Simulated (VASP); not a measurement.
# Al (Fm-3m) in VASP: a series of runs, part 2 of 2

VASP 6.6.1. The steps go on from the part before.

### Step 3. Single point, PBEsol

This run uses another cell than the first one, of 16.19 Å³/atom, 0.983 times its volume.

INCAR

```
  PREC = Accurate
  ENCUT = 520
  EDIFF = 1E-6
  ISMEAR = 0
  SIGMA = 0.1
  LREAL = False
  LASPH = True
  NELM = 100
  ALGO = Fast
  ISIF = 2
  LWAVE = False
  LCHARG = False
  GGA = PS
  NBANDS = 8
```

KPOINTS

```
regular mesh
0
Gamma
  18 18 18
```

POSCAR

```
Al
1.0
    0.0000000000      2.0076962978      2.0076962978
    2.0076962978      0.0000000000      2.0076962978
    2.0076962978      2.0076962978      0.0000000000
Al
1
Direct
    0.0000000000      0.0000000000      0.0000000000
```

Potentials or basis: VASP PAW PBE potentials, release 64 (Al).

Started as:

```
$ cat potpaw_PBE.64/Al/POTCAR > POTCAR
$ mpirun -np 1 vasp_std > vasp.out
```

OUTCAR:

```text
PREC = Accurate
   ENCUT = 520
   EDIFF = 1E-6
   ISMEAR = 0
   LREAL = False
   LASPH = True
   NELM = 100
   ISIF = 2
   GGA = PS

 ion  position               nearest neighbor table
   1  0.000  0.000  0.000-

  LATTYP: Found a face centered cubic cell.
 ALAT       =     4.0153925956

  Lattice vectors:

 A1 = (   0.0000000000,   2.0076962978,   2.0076962978)
 A2 = (   2.0076962978,   0.0000000000,   2.0076962978)
 A3 = (   2.0076962978,   2.0076962978,   0.0000000000)

[... 443 lines left out ...]
      8      25.9143      0.00000

 [... further k-points ...]

------------------------ aborting loop because EDIFF is reached ----------------------------------------

  FORCE on cell =-STRESS in cart. coord.  units (eV):
  Direction    XX          YY          ZZ          XY          YZ          ZX
  --------------------------------------------------------------------------------------
  -------------------------------------------------------------------------------------
  Total        0.0042266      0.0042266      0.0042266      0.0000000      0.0000000     -0.0000000
  in kB        0.4183865      0.4183865      0.4183865      0.0000000      0.0000000     -0.0000000
  external PRESSURE =       0.4183865 kB  Pullay stress =       0.0000000 kB

 VOLUME and BASIS-vectors are now :
 -----------------------------------------------------------------------------
  energy-cutoff  :      520.00
  volume of cell :       16.19
      direct lattice vectors                 reciprocal lattice vectors
     0.000000000  2.007696298  2.007696298    -0.249041651  0.249041651  0.249041651
     2.007696298  0.000000000  2.007696298     0.249041651 -0.249041651  0.249041651
     2.007696298  2.007696298  0.000000000     0.249041651  0.249041651 -0.249041651

 POSITION                                       TOTAL-FORCE (eV/Angst)
 -----------------------------------------------------------------------------------
      0.00000      0.00000      0.00000         0.000000      0.000000      0.000000
 -----------------------------------------------------------------------------------
    total drift:                               -0.000000      0.000000      0.000000

  FREE ENERGIE OF THE ION-ELECTRON SYSTEM (eV)
  ---------------------------------------------------
  free  energy   TOTEN  =        -4.0906786857 eV

  energy  without entropy=       -4.0876909993  energy(sigma->0) =       -4.08918484
```

OSZICAR:

```text
N       E                     dE             d eps       ncg     rms          rms(c)
DAV:   1    -0.265368717836E+01   -0.26537E+01   -0.91255E+02  3176   0.208E+02
DAV:   2    -0.411181547088E+01   -0.14581E+01   -0.14095E+01  4432   0.192E+01
DAV:   3    -0.411945861475E+01   -0.76431E-02   -0.76359E-02  4000   0.151E+00
DAV:   4    -0.411947669296E+01   -0.18078E-04   -0.18078E-04  4848   0.606E-02
DAV:   5    -0.411947673887E+01   -0.45912E-07   -0.45694E-07  4136   0.169E-03    0.143E+00
RMM:   6    -0.410229103802E+01    0.17186E-01   -0.13704E-03  3127   0.183E-01    0.825E-01
RMM:   7    -0.409066017822E+01    0.11631E-01   -0.41294E-03  3730   0.311E-01    0.137E-01
RMM:   8    -0.409067620632E+01   -0.16028E-04   -0.23510E-04  3479   0.916E-02    0.318E-02
RMM:   9    -0.409067997608E+01   -0.37698E-05   -0.34440E-05  3603   0.371E-02    0.152E-02
RMM:  10    -0.409067861742E+01    0.13587E-05   -0.54042E-06  3619   0.139E-02    0.269E-02
RMM:  11    -0.409067868569E+01   -0.68272E-07   -0.10545E-06  3150   0.600E-03
   1 F= -.40906787E+01 E0= -.40891848E+01  d E =-.298769E-02
```

It took 11 s on 1 thread of Intel Xeon Platinum 8488C (Sapphire Rapids), shared host; peak memory 0.14 GiB.

Results:

* Free energy: -4.0907 eV
* Pressure: 0.0 GPa

Levels at points of the mesh, in eV from the Fermi level:
```
           k point  band 1  band 2  band 3  band 4
(0.00, 0.00, 0.00)  -11.25   12.71   12.71   12.71
(0.50, 0.00, 0.00)   -4.66   -4.39   11.53   11.53
(0.50, 0.50, 0.00)   -2.96   -1.60    5.27    5.69
```

Caveat: the PAW data sets were made with another functional, which shifts forces and pressure a little.

### Step 4. Single point, PBEsol

This run uses another cell than the first one: it holds 27 atoms, not 1.

INCAR

```
SYSTEM = Al
ALGO     = Fast           ! electronic algorithm
EDIFF    = 1E-6           ! SCF threshold, eV
ENCUT    = 520            ! plane-wave cutoff, eV
GGA      = PS             ! functional
ISIF     = 2              ! what is computed and relaxed
ISMEAR   = 0              ! smearing method
LASPH    = .True.         ! aspherical terms in the spheres
LCHARG   = .True.         ! write CHGCAR
LELF     = .True.         ! ELF
LREAL    = Auto         
LVHAR    = .True.       
LWAVE    = .False.        ! write WAVECAR
NBANDS   = 60             ! bands
NELM     = 100            ! most SCF steps
PREC     = Accurate       ! precision mode
SIGMA    = 0.1            ! smearing width, eV
```

KPOINTS

```
k-points
0
Gamma
  4 4 4
  0 0 0
```

POSCAR

```
Al
1.0
   -6.0230888935      6.0230888935      0.0000000000
   -6.0230888935      0.0000000000      6.0230888935
    0.0000000000      6.0230888935      6.0230888935
Al
27
Direct
    0.0000000000      0.0000000000      0.0000000000
    0.3333333333      0.0000000000      0.0000000000
    0.0000000000      0.3333333333      0.0000000000
    0.0000000000      0.0000000000      0.3333333333
    0.6666666667      0.0000000000      0.0000000000
    0.3333333333      0.3333333333      0.0000000000
    0.3333333333      0.0000000000      0.3333333333
    0.0000000000      0.6666666667      0.0000000000
    0.0000000000      0.3333333333      0.3333333333
    0.0000000000      0.0000000000      0.6666666667
    0.6666666667      0.3333333333      0.0000000000
    0.6666666667      0.0000000000      0.3333333333
    0.3333333333      0.6666666667      0.0000000000
    0.3333333333      0.3333333333      0.3333333333
    0.3333333333      0.0000000000      0.6666666667
    0.0000000000      0.6666666667      0.3333333333
    0.0000000000      0.3333333333      0.6666666667
    0.6666666667      0.6666666667      0.0000000000
    0.6666666667      0.3333333333      0.3333333333
    0.6666666667      0.0000000000      0.6666666667
    0.3333333333      0.6666666667      0.3333333333
    0.3333333333      0.3333333333      0.6666666667
    0.0000000000      0.6666666667      0.6666666667
    0.6666666667      0.6666666667      0.3333333333
    0.6666666667      0.3333333333      0.6666666667
    0.3333333333      0.6666666667      0.6666666667
    0.6666666667      0.6666666667      0.6666666667
```

Started as:

```
$ cat potpaw_PBE.64/Al/POTCAR > POTCAR
$ mpirun -np 1 vasp_std > vasp.out
```

Wall time 4.5 min (1 thread of Intel Xeon Platinum 8488C (Sapphire Rapids), shared host); peak memory 0.59 GiB.

Results (log left out):

```yaml
Free_energy: -110.7063 eV
Pressure: 0.3 GPa
```

Levels at points of the mesh, in eV from the Fermi level:
```tsv
k point	band 36	band 37	band 38	band 39	band 40	band 41	band 42	band 43	band 44	band 45
(0.00, 0.00, 0.00)	-0.96	-0.96	-0.96	-0.96	0.56	0.56	0.56	0.56	0.56	0.56
(0.50, 0.00, 0.00)	-0.58	-0.58	-0.58	-0.58	-0.58	1.15	1.15	1.15	1.15	1.15
(0.50, 0.50, 0.00)	-1.48	-0.53	-0.53	-0.53	-0.53	0.90	0.90	0.90	0.90	1.84
```

Caveat: the PAW data sets were made with another functional, which shifts forces and pressure a little.

### Step 5. Overview

| cell | k mesh | gap on the mesh (eV) | pressure (GPa) |
| --- | --- | --- | --- |
| a = 2.856 Å, angles 60.0°, 1 atom | 8 × 8 × 8 | none | -1.2 |
| a = 2.839 Å, angles 60.0°, 1 atom | 18 × 18 × 18 | none | 0.0 |
| a = 8.518 Å, angles 60.0°, 27 atoms | 4 × 4 × 4 | none | 0.3 |

Alike in all rows: task single point; level PBEsol; potentials or basis VASP PAW PBE potentials, release 64 (Al); no spin polarisation; cutoff (eV) 520; smearing gaussian 0.1 eV.

Caveats: the PAW data sets were made with another functional, which shifts forces and pressure a little.

Absolute energies hang on the potentials; compare differences alone.
